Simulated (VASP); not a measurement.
Input of a VASP 6.6.1 run:

File POSCAR:

```
HfN
1.0
    0.0000000000      2.2558601243      2.2558601243
    2.2558601243      0.0000000000      2.2558601243
    2.2558601243      2.2558601243      0.0000000000
Hf N
1 1
Direct
    0.0000000000      0.0000000000      0.0000000000
    0.5000000000      0.5000000000      0.5000000000
```

File INCAR.step1:

```
SYSTEM = HfN
PREC = Accurate ; ENCUT = 520
ISMEAR = 0 ; SIGMA = 0.1
LREAL = .False. ; LASPH = .True.
NELM = 80 ; NBANDS = 14
GGA = PE ; ALGO = Normal
EDIFF = 1E-4 ; LWAVE = .True.
LCHARG = .False.
```

INCAR.step2

```
SYSTEM = HfN
PREC = Accurate ; ENCUT = 520
EDIFF = 1E-6 ; ISMEAR = 0
SIGMA = 0.1 ; LREAL = .False.
LASPH = .True. ; NELM = 80
ALGO = Normal ; ISIF = 2
LWAVE = .False. ; LCHARG = .False.
METAGGA = R2SCAN ; LMIXTAU = .True.
NBANDS = 14 ; ISTART = 1
```

Contents of KPOINTS:

```
regular mesh
0
Gamma
  8 8 8
  0 0 0
```

Potentials or basis: VASP PAW PBE potentials, release 64 (Hf_pv, N).

Launch:

```sh
$ cat potpaw_PBE.64/Hf_pv/POTCAR potpaw_PBE.64/N/POTCAR > POTCAR
$ cp INCAR.step1 INCAR
$ mpirun -np 1 vasp_std > vasp.out
$ cp INCAR.step2 INCAR
$ mpirun -np 1 vasp_std > vasp.out
```

**Question.** What does it give for the pressure?

**Answer.** 0.1 GPa.

Caveat: the PAW data sets were made with another functional, which shifts forces and pressure a little.
